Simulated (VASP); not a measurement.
# Sn (Fd-3m) in VASP: a series of runs

Sn is run at these levels: PBEsol; tasks: single point.

All numbers are computed with VASP 6.6.1; they aren't measurements. Logs are shortened: lines on timing, memory, paths and dates and some standing lists are left out, and cuts for length are marked.

## 1. The cell of the first run

Symmetry: Fd-3m, No. 227, cubic system. The conventional cell has a = 6.624 Å, b = 6.624 Å, c = 6.624 Å, α = 90.00°, β = 90.00°, γ = 90.00°. Sn (site symmetry -43m) has 4 Sn at 2.87 Å within 3.8 Å.

## 2. Single point, PBEsol

File INCAR:

```
SYSTEM = Sn
  ALGO = Normal
  EDIFF = 1E-7
  ENCUT = 520
  GGA = PS
  ISIF = 2
  ISMEAR = 0
  LASPH = .True.
  LCHARG = .True.
  LELF = .True.
  LREAL = .False.
  LVHAR = .True.
  LWAVE = .False.
  NBANDS = 21
  NELM = 100
  PREC = Accurate
  SIGMA = 0.1
```

File KPOINTS:

```
k-points
0
Gamma
  7 7 7
  0 0 0
```

File POSCAR:

```
Sn
1.0
    0.0000000000      3.3122357411      3.3122357411
    3.3122357411      0.0000000000      3.3122357411
    3.3122357411      3.3122357411      0.0000000000
Sn
2
Direct
    0.0000000000      0.0000000000      0.0000000000
    0.2500000000      0.2500000000      0.2500000000
```

Potentials or basis: VASP PAW PBE potentials, release 64 (Sn_d).

Command:

```bash
> cat potpaw_PBE.64/Sn_d/POTCAR > POTCAR
> mpirun -np 1 vasp_std > vasp.out
```

OUTCAR:

```text
SYSTEM = Sn
   EDIFF = 1E-7
   ENCUT = 520
   GGA = PS
   ISIF = 2
   ISMEAR = 0
   LASPH = .True.
   LREAL = .False.
   NELM = 100
   PREC = Accurate

 ion  position               nearest neighbor table
   1  0.000  0.000  0.000-   2 2.87   2 2.87   2 2.87   2 2.87
   2  0.250  0.250  0.250-   1 2.87   1 2.87   1 2.87   1 2.87

  LATTYP: Found a face centered cubic cell.
 ALAT       =     6.6244714822

  Lattice vectors:

 A1 = (   0.0000000000,   3.3122357411,   3.3122357411)
 A2 = (   3.3122357411,   0.0000000000,   3.3122357411)
 A3 = (   3.3122357411,   3.3122357411,   0.0000000000)

Analysis of symmetry for initial positions (statically):
=====================================================================
 Subroutine PRICEL returns:
 Original cell was already a primitive cell.

 Routine SETGRP: Setting up the symmetry group for a
 face centered cubic supercell.

 Subroutine GETGRP returns: Found 48 space group operations
 (whereof 24 operations were pure point group operations)
 out of a pool of 48 trial point group operations.

The static configuration has the point symmetry T_d .
 The point group associated with its full space group is O_h .

Analysis of symmetry for dynamics (positions and initial velocities):
=====================================================================
 Subroutine PRICEL returns:
 Original cell was already a primitive cell.

 Routine SETGRP: Setting up the symmetry group for a
 face centered cubic supercell.

 Subroutine GETGRP returns: Found 48 space group operations
 (whereof 24 operations were pure point group operations)
 out of a pool of 48 trial point group operations.

The dynamic configuration has the point symmetry T_d .
 The point group associated with its full space group is O_h .

 Subroutine INISYM returns: Found 48 space group operations
 (whereof 24 operations are pure point group operations),
 and found     1 'primitive' translations

----------------------------------------------------------------------------------------

                                     Primitive cell

  volume of cell :      72.6765

  direct lattice vectors                    reciprocal lattice vectors
     0.000000000  3.312235741  3.312235741    -0.150955439  0.150955439  0.150955439
     3.312235741  0.000000000  3.312235741     0.150955439 -0.150955439  0.150955439
     3.312235741  3.312235741  0.000000000     0.150955439  0.150955439 -0.150955439

  length of vectors
     4.684208707  4.684208707  4.684208707     0.261462490  0.261462490  0.261462490

[... 73 lines left out ...]
   ENCUT  =  520.0 eV  38.22 Ry    6.18 a.u.   8.71  8.71  8.71*2*pi/ulx,y,z
   NELM   =    100;   NELMIN=  2; NELMDL= -5     # of ELM steps
   EDIFF  = 0.1E-06   stopping-criterion for ELM
   LREAL  =      F    real-space projection
   EDIFFG = 0.1E-05   stopping-criterion for IOM
   NSW    =      0    number of steps for IOM
   IBRION =     -1    ionic relax: 0-MD 1-quasi-New 2-CG
   NFREE  =      0    steps in history (QN), initial steepest desc. (CG)
   ISIF   =      2    stress and relaxation
   ISYM   =      2    0-nonsym 1-usesym 2-fastsym
   POTIM  = 0.5000    time-step for ionic-motion
   TEBEG  =    0.0;   TEEND  =   0.0 temperature during run
   PSTRESS=    0.0 pullay stress
   NELECT =      28.0000    total number of electrons
   NUPDOWN=      -1.0000    fix difference up-down
   EMIN   =  10.00;   EMAX   =-10.00  energy-range for DOS
   EFERMI =   0.00;   METHOD = LEGACY
   ISMEAR =     0;   SIGMA  =   0.10  broadening in eV -4-tet -1-fermi 0-gaus
   EFERMI_NEDOS =   21; number of points for ismear=-14 and -15
   IALGO  =     38    algorithm
   IMIX   =      4    mixing-type and parameters
     AMIX     =   0.40;   BMIX     =  1.00
     AMIX_MAG =   1.60;   BMIX_MAG =  1.00
  volume/ion in A,a.u.               =      36.34       245.22
  Fermi-wavevector in a.u.,A,eV,Ry     =   1.191232  2.251102 19.307118  1.419033
  Thomas-Fermi vector in A             =   2.327298
   LORBIT       =      0    0 simple, 1 ext, 2 COOP (PROOUT), +10 PAW based schemes
   GGA     = PS    functional components
   LHFCALC =     F    Hartree Fock is set to
   AEXX    =    0.0000 exact exchange contribution
   IVDW    =     0    specifies the selected vdW correction
   LEPSILON=     F    determine dielectric tensor
   LRPA    =     F    only Hartree local field effects (RPA)
 non-spin polarized calculation
 Gauss-broadening in eV      SIGMA  =   0.10
  energy-cutoff  :      520.00
  volume of cell :       72.68
 maximum number of plane-waves:      1980
   NGX = 17   NGY = 17   NGZ = 17

 number of electron      27.9999997 magnetization

 Free energy of the ion-electron system (eV)
  ---------------------------------------------------
  ext. energy  EPLUGINS =         0.00000000
  ---------------------------------------------------
  free energy    TOTEN  =        -8.43587948 eV

  energy without entropy =       -8.43322983  energy(sigma->0) =       -8.43455465

 E-fermi :   4.7140     XC(G=0):  -8.7966

 val. band max:        4.6274566400   @ k =   0.1429   0.0000   0.0000
 cond. band min:       4.7176016777   @ k =   0.4286   0.0000   0.0000
 fundamental gap:      0.0901450377
 Fermi energy:         4.7140080713

 k-point     1 :       0.0000    0.0000    0.0000
  band No.  band energies     occupation
      1     -16.6258      2.00000
      2     -16.6258      2.00000
      3     -16.6258      2.00000
      4     -16.5737      2.00000
      5     -16.5737      2.00000
      6     -16.3093      2.00000
[... 469 lines left out ...]
     20      13.3081      0.00000
     21      14.8718      0.00000

------------------------ aborting loop because EDIFF is reached ----------------------------------------

  FORCE on cell =-STRESS in cart. coord.  units (eV):
  Direction    XX          YY          ZZ          XY          YZ          ZX
  --------------------------------------------------------------------------------------
  -------------------------------------------------------------------------------------
  Total       -0.6740027     -0.6740027     -0.6740027      0.0000000      0.0000000      0.0000000
  in kB      -14.8586211    -14.8586211    -14.8586211      0.0000000      0.0000000      0.0000000
  external PRESSURE =     -14.8586211 kB  Pullay stress =       0.0000000 kB

 VOLUME and BASIS-vectors are now :
 -----------------------------------------------------------------------------
  energy-cutoff  :      520.00
  volume of cell :       72.68
      direct lattice vectors                 reciprocal lattice vectors
     0.000000000  3.312235741  3.312235741    -0.150955439  0.150955439  0.150955439
     3.312235741  0.000000000  3.312235741     0.150955439 -0.150955439  0.150955439
     3.312235741  3.312235741  0.000000000     0.150955439  0.150955439 -0.150955439

 POSITION                                       TOTAL-FORCE (eV/Angst)
 -----------------------------------------------------------------------------------
      0.00000      0.00000      0.00000        -0.000000     -0.000000     -0.000000
      1.65612      1.65612      1.65612         0.000000      0.000000      0.000000
 -----------------------------------------------------------------------------------
    total drift:                                0.000000      0.000000      0.000000

  FREE ENERGIE OF THE ION-ELECTRON SYSTEM (eV)
  ---------------------------------------------------
  free  energy   TOTEN  =        -8.4358794767 eV

  energy  without entropy=       -8.4332298310  energy(sigma->0) =       -8.43455465
```

It took 26 s on 1 thread of Intel Xeon 6975P-C, shared host; peak memory 0.2 GiB.

Results:

* Free energy: -8.4359 eV
* Pressure: -1.5 GPa
* Band gap on the k mesh: zero (band 14 reaches 4.95 eV, above the bottom of band 15 at 4.72 eV)

Caveat: the PAW data sets were made with another functional, which shifts forces and pressure a little; spin-orbit coupling is left out, which moves the levels of the heavy elements.

## 3. Single point, PBEsol

This run uses another cell than the first one, of 37.18 Å³/atom, 1.023 times its volume.

File INCAR:

```
SYSTEM = Sn
PREC = Accurate ; ENCUT = 520
EDIFF = 1E-6 ; ISMEAR = 0
SIGMA = 0.1 ; LREAL = .FALSE.
LASPH = .TRUE. ; NELM = 100
ALGO = Normal ; ISIF = 2
LWAVE = .FALSE. ; LCHARG = .FALSE.
GGA = PS ; NBANDS = 21
```

File KPOINTS:

```
regular mesh
0
G
  7 7 7
  0 0 0
```

File POSCAR:

```
Sn
1.0
    0.0000000000      3.3377154789      3.3377154789
    3.3377154789      0.0000000000      3.3377154789
    3.3377154789      3.3377154789      0.0000000000
Sn
2
Direct
    0.0000000000      0.0000000000      0.0000000000
    0.2500000000      0.2500000000      0.2500000000
```

Potentials or basis: VASP PAW PBE potentials, release 64 (Sn_d).

Command:

```bash
> cat potpaw_PBE.64/Sn_d/POTCAR > POTCAR
> mpirun -np 1 vasp_std > vasp.out
```

Wall time 23 s (1 thread of Intel Xeon 6975P-C, shared host); peak memory 0.2 GiB.

It converged, with:

* Free energy: -8.4169 eV
* Pressure: -2.2 GPa
* Band gap on the k mesh: zero (band 14 reaches 4.72 eV, above the bottom of band 15 at 4.45 eV)

Levels at points of the mesh, in eV from the Fermi level:
| k point | band 11 | band 12 | band 13 | band 14 | band 15 | band 16 | band 17 | band 18 |
| --- | --- | --- | --- | --- | --- | --- | --- | --- |
| (0.00, 0.00, 0.00) | -9.93 | -1.10 | 0.25 | 0.25 | 0.25 | 2.29 | 2.29 | 2.29 |

Caveat: the PAW data sets were made with another functional, which shifts forces and pressure a little; spin-orbit coupling is left out, which moves the levels of the heavy elements.
